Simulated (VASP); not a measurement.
# AlO2 (Cmcm) in VASP: a series of runs

Aim: see how the results for AlO2 move with the level of theory and the settings. Levels: PBE, PBEsol. Tasks: single point, relaxation of cell and atoms.

Program: VASP 6.6.1. These are calculated values, not measurements. Logs are shortened: lines on timing, memory, paths and dates and some standing lists are left out, and cuts for length are marked.

## 1. The cell of the first run

Symmetry: Cmcm, No. 63, orthorhombic system. The conventional cell has a = 2.976 Å, b = 10.806 Å, c = 3.647 Å, α = 90.00°, β = 90.00°, γ = 90.00°. Within 2.5 Å of Al (site symmetry m2m) lie 6 O at 1.87 to 2.02 Å. O (site symmetry m2m) has 2 Al at 1.88 Å and 2 O at 2.25 Å within 2.5 Å. O (site symmetry m2m) has 4 Al at 1.87 to 2.02 Å within 2.5 Å.

## 2. Single point, PBE

INCAR

```
  PREC = Accurate
  ENCUT = 520
  EDIFF = 1E-6
  ISMEAR = -1
  SIGMA = 0.05
  LREAL = F
  LASPH = T
  NELM = 60
  ALGO = Normal
  ISIF = 2
  LWAVE = F
  LCHARG = F
  GGA = PE
  NBANDS = 24
```

KPOINTS

```
regular mesh
0
Gamma
  9 9 7
```

POSCAR

```
AlO2
1.0
    1.4881620000     -5.4028330000      0.0000000000
    1.4881620000      5.4028330000      0.0000000000
    0.0000000000      0.0000000000      3.6466120000
Al O
2 4
Direct
    0.6681330000      0.3318670000      0.7500000000
    0.3318670000      0.6681330000      0.2500000000
    0.0610720000      0.9389280000      0.7500000000
    0.9389280000      0.0610720000      0.2500000000
    0.2941840000      0.7058160000      0.7500000000
    0.7058160000      0.2941840000      0.2500000000
```

Potentials or basis: VASP PAW PBE potentials, release 64 (Al, O).

Run with:

```sh
cat potpaw_PBE.64/Al/POTCAR potpaw_PBE.64/O/POTCAR > POTCAR
mpirun -np 1 vasp_std > vasp.out
```

OUTCAR:

```text
PREC = Accurate
   ENCUT = 520
   EDIFF = 1E-6
   ISMEAR = -1
   LREAL = F
   LASPH = T
   NELM = 60
   ISIF = 2
   GGA = PE

 ion  position               nearest neighbor table
   1  0.668  0.332  0.750-   6 1.87   6 1.87   3 1.88   3 1.88   5 2.02   5 2.02   2 2.94   2 2.94
                             2 2.94   2 2.94
   2  0.332  0.668  0.250-   5 1.87   5 1.87   4 1.88   4 1.88   6 2.02   6 2.02   1 2.94   1 2.94
                             1 2.94   1 2.94
   3  0.061  0.939  0.750-   1 1.88   1 1.88
   4  0.939  0.061  0.250-   2 1.88   2 1.88
   5  0.294  0.706  0.750-   2 1.87   2 1.87   1 2.02   1 2.02
   6  0.706  0.294  0.250-   1 1.87   1 1.87   2 2.02   2 2.02

  LATTYP: Found a base centered orthorhombic cell.
 ALAT       =     2.9763240000
 B/A-ratio  =     3.6305408954
 C/A-ratio  =     1.2252066643

  Lattice vectors:

 A1 = (   1.4881620000,  -5.4028330000,   0.0000000000)
 A2 = (   1.4881620000,   5.4028330000,   0.0000000000)
 A3 = (   0.0000000000,   0.0000000000,   3.6466120000)

Analysis of symmetry for initial positions (statically):
=====================================================================
 Subroutine PRICEL returns:
 Original cell was already a primitive cell.

 Routine SETGRP: Setting up the symmetry group for a
 base centered orthorhombic supercell.

 Subroutine GETGRP returns: Found  8 space group operations
 (whereof  4 operations were pure point group operations)
 out of a pool of  8 trial point group operations.

The static configuration has the point symmetry C_2h.
 The point group associated with its full space group is D_2h.

Analysis of symmetry for dynamics (positions and initial velocities):
=====================================================================
 Subroutine PRICEL returns:
 Original cell was already a primitive cell.

 Routine SETGRP: Setting up the symmetry group for a
 base centered orthorhombic supercell.

 Subroutine GETGRP returns: Found  8 space group operations
 (whereof  4 operations were pure point group operations)
 out of a pool of  8 trial point group operations.

The dynamic configuration has the point symmetry C_2h.
 The point group associated with its full space group is D_2h.

 Subroutine INISYM returns: Found  8 space group operations
 (whereof  4 operations are pure point group operations),
 and found     1 'primitive' translations

[... 90 lines left out ...]
   NGX,Y,Z   is equivalent  to a cutoff of  12.46, 12.46, 12.76 a.u.
   NGXF,Y,Z  is equivalent  to a cutoff of  24.92, 24.92, 25.53 a.u.
 SYSTEM =  unknown system
   PREC   = accura    normal or accurate (medium, high low for compatibility)
   ISTART =      0    job   : 0-new  1-cont  2-samecut
   ICHARG =      2    charge: 1-file 2-atom 10-const
   ISPIN  =      1    spin polarized calculation?
   LNONCOLLINEAR =      F non collinear calculations
   LSORBIT =      F    spin-orbit coupling
   LASPH  =      T    aspherical Exc in radial PAW
   ENCUT  =  520.0 eV  38.22 Ry    6.18 a.u.  10.42 10.42  6.78*2*pi/ulx,y,z
   NELM   =     60;   NELMIN=  2; NELMDL= -5     # of ELM steps
   EDIFF  = 0.1E-05   stopping-criterion for ELM
   LREAL  =      F    real-space projection
[... 7 lines left out ...]
   TEBEG  =    0.0;   TEEND  =   0.0 temperature during run
   PSTRESS=    0.0 pullay stress
   NELECT =      30.0000    total number of electrons
   NUPDOWN=      -1.0000    fix difference up-down
   EMIN   =  10.00;   EMAX   =-10.00  energy-range for DOS
   EFERMI =   0.00;   METHOD = LEGACY
   ISMEAR =    -1;   SIGMA  =   0.05  broadening in eV -4-tet -1-fermi 0-gaus
   EFERMI_NEDOS =   21; number of points for ismear=-14 and -15
   IALGO  =     38    algorithm
   IMIX   =      4    mixing-type and parameters
     AMIX     =   0.40;   BMIX     =  1.00
     AMIX_MAG =   1.60;   BMIX_MAG =  1.00
  volume/ion in A,a.u.               =       9.77        65.95
  Fermi-wavevector in a.u.,A,eV,Ry     =   1.309337  2.474288 23.325334  1.714364
  Thomas-Fermi vector in A             =   2.439943
   LORBIT       =      0    0 simple, 1 ext, 2 COOP (PROOUT), +10 PAW based schemes
   GGA     = PE    functional components
   LHFCALC =     F    Hartree Fock is set to
   AEXX    =    0.0000 exact exchange contribution
   IVDW    =     0    specifies the selected vdW correction
   LEPSILON=     F    determine dielectric tensor
   LRPA    =     F    only Hartree local field effects (RPA)
 non-spin polarized calculation
  energy-cutoff  :      520.00
  volume of cell :       58.64
 maximum number of plane-waves:      1600
 NGX is ok and might be reduce to    42
   NGX = 21   NGY = 21   NGZ = 13

 number of electron      30.0000002 magnetization

 Free energy of the ion-electron system (eV)
  ---------------------------------------------------
  ext. energy  EPLUGINS =         0.00000000
  ---------------------------------------------------
  free energy    TOTEN  =       -39.60993522 eV

  energy without entropy =      -39.57050019  energy(sigma->0) =      -39.59021771

 E-fermi :   4.0616     XC(G=0): -10.7901

 val. band max:        4.0612619371   @ k =  -0.2222   0.1111   0.0000
 cond. band min:       4.0637399349   @ k =   0.2222   0.2222   0.4286
 fundamental gap:      0.0024779978
 Fermi energy:         4.0616444361

 k-point     1 :       0.0000    0.0000    0.0000
  band No.  band energies     occupation
      1     -15.4053      2.00000
      2     -13.3198      2.00000
      3     -12.6722      2.00000
      4     -12.3844      2.00000
      5      -2.0038      2.00000
      6      -0.4080      2.00000
[... 637 lines left out ...]
     23      18.1356      0.00000
     24      19.5518      0.00000

 [... further k-points ...]
[... 5 lines left out ...]
  --------------------------------------------------------------------------------------
  -------------------------------------------------------------------------------------
  Total       -0.6829108     -0.7348759     -0.0055867      0.0000000     -0.0000000      0.0000000
  in kB      -18.6587795    -20.0785923     -0.1526434      0.0000000     -0.0000000      0.0000000
  external PRESSURE =     -12.9633384 kB  Pullay stress =       0.0000000 kB

 VOLUME and BASIS-vectors are now :
 -----------------------------------------------------------------------------
  energy-cutoff  :      520.00
  volume of cell :       58.64
      direct lattice vectors                 reciprocal lattice vectors
     1.488162000 -5.402833000  0.000000000     0.335984926 -0.092544041  0.000000000
     1.488162000  5.402833000  0.000000000     0.335984926  0.092544041  0.000000000
     0.000000000  0.000000000  3.646612000     0.000000000  0.000000000  0.274227146

 POSITION                                       TOTAL-FORCE (eV/Angst)
 -----------------------------------------------------------------------------------
      1.48816     -1.81679      2.73496         0.000000      0.211127     -0.000000
      1.48816      1.81679      0.91165         0.000000     -0.211127     -0.000000
      1.48816      4.74291      2.73496         0.000000      0.698566     -0.000000
      1.48816     -4.74291      0.91165         0.000000     -0.698566      0.000000
      1.48816      2.22398      2.73496         0.000000     -0.074460     -0.000000
      1.48816     -2.22398      0.91165         0.000000      0.074460      0.000000
 -----------------------------------------------------------------------------------
    total drift:                               -0.000000     -0.000000     -0.000000

  FREE ENERGIE OF THE ION-ELECTRON SYSTEM (eV)
  ---------------------------------------------------
  free  energy   TOTEN  =       -39.6099352222 eV

  energy  without entropy=      -39.5705001916  energy(sigma->0) =      -39.59021771
```

It took 2.1 min on 1 thread of Intel Xeon Platinum 8559C (Emerald Rapids), shared host; peak memory 0.26 GiB.

What came out:

```
Free energy            : -39.6099 eV
Pressure               : -1.3 GPa
Largest force          : 0.699 eV/Å
Band gap on the k mesh : zero (band 15 reaches 4.27 eV, above the bottom of band 16 at 3.87 eV)
```

Forces on the atoms (eV/Å):
```
Al   0.000  0.211  0.000
Al   0.000 -0.211  0.000
O    0.000  0.699  0.000
O    0.000 -0.699  0.000
O    0.000 -0.074  0.000
O    0.000  0.074  0.000
```

Stress tensor (GPa, compression positive):
```
-1.87  0.00  0.00
 0.00 -2.01  0.00
 0.00  0.00 -0.02
```

## 3. Single point, PBE

This run uses another cell than the first one, of 9.97 Å³/atom, 1.020 times its volume.

INCAR

```
SYSTEM = AlO2
ALGO = Normal ; EDIFF = 1E-6
ENCUT = 520 ; GGA = PE
ISIF = 2 ; ISMEAR = -1
LASPH = .TRUE. ; LCHARG = .FALSE.
LREAL = .FALSE. ; LWAVE = .FALSE.
NBANDS = 24 ; NELM = 80
PREC = Accurate ; SIGMA = 0.05
```

KPOINTS

```
k-points
0
G
  9 9 7
  0 0 0
```

POSCAR, as its differences from that of step 2:

```diff
@@ -2,5 +2,5 @@
 1.0
-    1.4881620000     -5.4028330000      0.0000000000
-    1.4881620000      5.4028330000      0.0000000000
-    0.0000000000      0.0000000000      3.6466120000
+    1.4980176647     -5.4386143938      0.0000000000
+    1.4980176647      5.4386143938      0.0000000000
+    0.0000000000      0.0000000000      3.6707624522
 Al O
```

Potentials or basis: VASP PAW PBE potentials, release 64 (Al, O).

Run with:

```sh
cat potpaw_PBE.64/Al/POTCAR potpaw_PBE.64/O/POTCAR > POTCAR
mpirun -np 1 vasp_std > vasp.out
```

OUTCAR:

```text
SYSTEM = AlO2
   EDIFF = 1E-6
   ENCUT = 520
   GGA = PE
   ISIF = 2
   ISMEAR = -1
   LASPH = .TRUE.
   LREAL = .FALSE.
   NELM = 80
   PREC = Accurate

 ion  position               nearest neighbor table
   1  0.668  0.332  0.750-   6 1.88   6 1.88   3 1.90   3 1.90   5 2.03   5 2.03   2 2.96   2 2.96
                             2 2.96   2 2.96
   2  0.332  0.668  0.250-   5 1.88   5 1.88   4 1.90   4 1.90   6 2.03   6 2.03   1 2.96   1 2.96
                             1 2.96   1 2.96
   3  0.061  0.939  0.750-   1 1.90   1 1.90
   4  0.939  0.061  0.250-   2 1.90   2 1.90
   5  0.294  0.706  0.750-   2 1.88   2 1.88   1 2.03   1 2.03
   6  0.706  0.294  0.250-   1 1.88   1 1.88   2 2.03   2 2.03

  LATTYP: Found a base centered orthorhombic cell.
 ALAT       =     2.9960353294
 B/A-ratio  =     3.6305408955
 C/A-ratio  =     1.2252066643

  Lattice vectors:

 A1 = (   1.4980176647,  -5.4386143938,   0.0000000000)
 A2 = (   1.4980176647,   5.4386143938,   0.0000000000)
 A3 = (   0.0000000000,   0.0000000000,   3.6707624522)

Analysis of symmetry for initial positions (statically):
=====================================================================
 Subroutine PRICEL returns:
 Original cell was already a primitive cell.

 Routine SETGRP: Setting up the symmetry group for a
 base centered orthorhombic supercell.

 Subroutine GETGRP returns: Found  8 space group operations
 (whereof  4 operations were pure point group operations)
 out of a pool of  8 trial point group operations.

The static configuration has the point symmetry C_2h.
 The point group associated with its full space group is D_2h.

Analysis of symmetry for dynamics (positions and initial velocities):
=====================================================================
 Subroutine PRICEL returns:
 Original cell was already a primitive cell.

 Routine SETGRP: Setting up the symmetry group for a
 base centered orthorhombic supercell.

[... 128 lines left out ...]
   ISMEAR =    -1;   SIGMA  =   0.05  broadening in eV -4-tet -1-fermi 0-gaus
   EFERMI_NEDOS =   21; number of points for ismear=-14 and -15
   IALGO  =     38    algorithm
   IMIX   =      4    mixing-type and parameters
     AMIX     =   0.40;   BMIX     =  1.00
     AMIX_MAG =   1.60;   BMIX_MAG =  1.00
  volume/ion in A,a.u.               =       9.97        67.27
  Fermi-wavevector in a.u.,A,eV,Ry     =   1.300723  2.458010 23.019423  1.691880
  Thomas-Fermi vector in A             =   2.431903
   LORBIT       =      0    0 simple, 1 ext, 2 COOP (PROOUT), +10 PAW based schemes
   GGA     = PE    functional components
   LHFCALC =     F    Hartree Fock is set to
   AEXX    =    0.0000 exact exchange contribution
   IVDW    =     0    specifies the selected vdW correction
   LEPSILON=     F    determine dielectric tensor
   LRPA    =     F    only Hartree local field effects (RPA)
 non-spin polarized calculation
  energy-cutoff  :      520.00
  volume of cell :       59.81
 maximum number of plane-waves:      1633
 NGX is ok and might be reduce to    42
   NGX = 21   NGY = 21   NGZ = 13

 number of electron      29.9999998 magnetization

 Free energy of the ion-electron system (eV)
  ---------------------------------------------------
  ext. energy  EPLUGINS =         0.00000000
  ---------------------------------------------------
  free energy    TOTEN  =       -39.58963766 eV

  energy without entropy =      -39.54947809  energy(sigma->0) =      -39.56955788

 E-fermi :   3.8563     XC(G=0): -10.6948

 val. band max:        3.8534500736   @ k =   0.2222   0.2222   0.4286
 cond. band min:       3.8566794523   @ k =   0.1111   0.0000   0.0000
 fundamental gap:      0.0032293788
 Fermi energy:         3.8563018130

 k-point     1 :       0.0000    0.0000    0.0000
  band No.  band energies     occupation
      1     -15.4569      2.00000
      2     -13.4424      2.00000
      3     -12.8150      2.00000
      4     -12.5371      2.00000
      5      -2.0910      2.00000
      6      -0.5423      2.00000
[... 637 lines left out ...]
     23      17.7973      0.00000
     24      19.1703      0.00000

 [... further k-points ...]
[... 5 lines left out ...]
  --------------------------------------------------------------------------------------
  -------------------------------------------------------------------------------------
  Total       -2.0310999     -1.8003726     -1.4094213      0.0000000     -0.0000000      0.0000000
  in kB      -54.4064497    -48.2260279    -37.7537355      0.0000000     -0.0000000      0.0000000
  external PRESSURE =     -46.7954044 kB  Pullay stress =       0.0000000 kB

 VOLUME and BASIS-vectors are now :
 -----------------------------------------------------------------------------
  energy-cutoff  :      520.00
  volume of cell :       59.81
      direct lattice vectors                 reciprocal lattice vectors
     1.498017665 -5.438614394  0.000000000     0.333774435 -0.091935181  0.000000000
     1.498017665  5.438614394  0.000000000     0.333774435  0.091935181  0.000000000
     0.000000000  0.000000000  3.670762452     0.000000000  0.000000000  0.272422967

 POSITION                                       TOTAL-FORCE (eV/Angst)
 -----------------------------------------------------------------------------------
      1.49802     -1.82882      2.75307         0.000000      0.188970     -0.000000
      1.49802      1.82882      0.91769         0.000000     -0.188970     -0.000000
      1.49802      4.77432      2.75307         0.000000      0.522496     -0.000000
      1.49802     -4.77432      0.91769         0.000000     -0.522496      0.000000
      1.49802      2.23871      2.75307         0.000000      0.018836      0.000000
      1.49802     -2.23871      0.91769         0.000000     -0.018836      0.000000
 -----------------------------------------------------------------------------------
    total drift:                               -0.000000     -0.000000     -0.000000

  FREE ENERGIE OF THE ION-ELECTRON SYSTEM (eV)
  ---------------------------------------------------
  free  energy   TOTEN  =       -39.5896376616 eV

  energy  without entropy=      -39.5494780892  energy(sigma->0) =      -39.56955788
```

OSZICAR:

```text
N       E                     dE             d eps       ncg     rms          rms(c)
DAV:   1     0.128050809508E+03    0.12805E+03   -0.15866E+04  4800   0.117E+03
DAV:   2    -0.354852214771E+02   -0.16354E+03   -0.15831E+03  6528   0.257E+02
DAV:   3    -0.429156943355E+02   -0.74305E+01   -0.73711E+01  6328   0.532E+01
DAV:   4    -0.429754487372E+02   -0.59754E-01   -0.59744E-01  5272   0.557E+00
DAV:   5    -0.429762215948E+02   -0.77286E-03   -0.77283E-03  6296   0.625E-01    0.121E+01
DAV:   6    -0.396446078665E+02    0.33316E+01   -0.10915E+01  5936   0.235E+01    0.472E+00
DAV:   7    -0.396067068462E+02    0.37901E-01   -0.14753E+00  5560   0.803E+00    0.274E+00
DAV:   8    -0.395768548232E+02    0.29852E-01   -0.18426E-01  6128   0.319E+00    0.144E+00
DAV:   9    -0.395881636235E+02   -0.11309E-01   -0.49639E-02  5816   0.181E+00    0.520E-01
DAV:  10    -0.395897451106E+02   -0.15815E-02   -0.18637E-02  5944   0.997E-01    0.240E-01
DAV:  11    -0.395895426325E+02    0.20248E-03   -0.31482E-03  5912   0.423E-01    0.670E-02
DAV:  12    -0.395896380815E+02   -0.95449E-04   -0.43457E-04  5216   0.146E-01    0.218E-02
DAV:  13    -0.395896407743E+02   -0.26927E-05   -0.35352E-05  6400   0.388E-02    0.159E-02
DAV:  14    -0.395896373503E+02    0.34240E-05   -0.21990E-05  5880   0.358E-02    0.526E-03
DAV:  15    -0.395896376616E+02   -0.31130E-06   -0.27600E-06  4968   0.110E-02
   1 F= -.39589638E+02 E0= -.39569558E+02  d E =-.401596E-01
```

Run time: 2.5 min. Hardware: 1 thread of Intel Xeon Platinum 8559C (Emerald Rapids), shared host; peak memory 0.27 GiB.

Results:

```
Free energy            : -39.5896 eV
Pressure               : -4.7 GPa
Largest force          : 0.522 eV/Å
Band gap on the k mesh : zero (band 15 reaches 4.05 eV, above the bottom of band 16 at 3.66 eV)
```

Forces in eV/Å, atoms in the order of the input:
```
Al   0.000  0.189  0.000
Al   0.000 -0.189  0.000
O    0.000  0.522  0.000
O    0.000 -0.522  0.000
O    0.000  0.019  0.000
O    0.000 -0.019  0.000
```

Levels at points of the mesh, in eV from the Fermi level:
| k point | band 12 | band 13 | band 14 | band 15 | band 16 | band 17 | band 18 | band 19 |
| --- | --- | --- | --- | --- | --- | --- | --- | --- |
| (0.00, 0.00, 0.00) | -1.77 | -1.31 | -0.47 | 0.05 | 0.09 | 5.74 | 8.29 | 9.77 |

(Continued in part 2 of 3.)
